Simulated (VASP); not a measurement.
# Ir: single point with PBE

Crystal: Ir.

```
CELL_PARAMETERS angstrom
0.00000 1.91560 1.91560
1.91560 0.00000 1.91560
1.91560 1.91560 0.00000
ATOMIC_POSITIONS crystal
Ir 0.00000 0.00000 0.00000
```

| Quantity | Value |
| --- | --- |
| Program | VASP 6.6.1 |
| Task | single point |
| Functional | PBE |
| Potentials or basis | VASP PAW PBE potentials, release 64 (Ir) |
| Cutoff | 520 eV |
| k mesh | 12 × 12 × 12 |
| Occupations | gaussian, width 0.05 eV |
| Spin | no spin polarisation |

- Pressure: 11.8 GPa

Levels at points of the mesh, in eV from the Fermi level:
```
           k point  band 2  band 3  band 4  band 5  band 6  band 7
(0.00, 0.00, 0.00)   -3.96   -3.96   -3.96   -1.25   -1.25   14.28
(0.50, 0.00, 0.00)   -4.07   -4.07   -0.82    0.87    0.87    7.29
(0.50, 0.50, 0.00)   -7.45    0.83    1.45    1.45    1.66   10.56
```

It took 15 s on 1 thread of Intel Xeon 8259CL (shared host), peak memory 0.13 GiB.

Caveat: spin-orbit coupling is left out, which moves the levels of the heavy elements.
